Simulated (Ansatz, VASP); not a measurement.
# CdTe in VASP and in Ansatz

```
CELL_PARAMETERS angstrom
0.00000 3.15116 3.36915
3.15116 0.00000 3.36915
3.15116 3.15116 0.00000
ATOMIC_POSITIONS crystal
Cd 0.00000 0.00000 0.00000
Te 0.25000 0.25000 0.25000
```

Alike in both runs: task single point; functional PBEsol; k mesh 6 × 6 × 6; no spin polarisation.

```csv
,VASP,Ansatz
version,VASP 6.6.1,Ansatz 0.2.0
potentials or method,"VASP PAW PBE potentials, release 64 (Cd, Te), cutoff 500 eV","scalar-relativistic, plane waves, PAW"
occupations,"gaussian, width 0.01 eV",fixed
valence electrons in the cell,18,36
```

|  | VASP | Ansatz | Ansatz less VASP |
| --- | --- | --- | --- |
| gap on the k mesh at the Fermi level (eV) | 0.61 | 0.61 | -0.005 |
| least direct gap on the mesh (eV) | 0.61 | 0.61 | -0.005 |

VASP's potentials were made for PBE, not for PBEsol, and Ansatz warns of the same on its side. VASP's potentials hold 18 valence electrons a cell and Ansatz's 36, so a difference there can come from the potentials and not from the codes.

Spin-orbit coupling is off throughout.
